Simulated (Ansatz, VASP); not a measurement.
**Al3GaN4 in VASP and in Ansatz**

```
Al Ga N
1.0
     4.40699    0.00000    0.00000
     0.00000    4.40699    0.00000
     0.00000    0.00000    4.40699
Al Ga N
3 1 4
Direct
  0.50000 0.50000 0.00000
  0.50000 0.00000 0.50000
  0.00000 0.50000 0.50000
  0.98690 0.98690 0.98690
  0.74471 0.74471 0.25529
  0.74471 0.25529 0.74471
  0.25529 0.74471 0.74471
  0.25529 0.25529 0.25529
```

Change from the starting cell: all Ga atoms moved -0.100 Å, as atom 4 along Cartesian [1 1 1].

Alike in both runs: task single point; functional PBEsol; k mesh 6 × 6 × 6; occupations gaussian, width 0.05 eV; no spin polarisation.

```csv
,VASP,Ansatz
version,VASP 6.6.1,Ansatz 0.2.0
potentials or method,"VASP PAW PBE potentials, release 64 (Al, Ga_d, N), cutoff 520 eV","scalar-relativistic, plane waves, PAW"
valence electrons in the cell,42,42
```

VASP gave:

```
gap on the k mesh at the Fermi level (eV)                     : 2.83
least direct gap on the mesh (eV)                             : 2.83
pressure (GPa)                                                : 0.2
traceless stress, the component that is largest in VASP (GPa) : -0.74
rms of the force components (eV/Å)                            : 0.375
```

Problem. Estimate Ansatz's values.

Solution. gap on the k mesh at the Fermi level (eV): 2.84; least direct gap on the mesh (eV): 2.84; pressure (GPa): 0.3; traceless stress, the component that is largest in VASP (GPa): -0.76; rms of the force components (eV/Å): 0.378.

VASP's potentials were made for PBE, not for PBEsol. Atom by atom the forces differ by 0.005 eV/Å (rms over components).
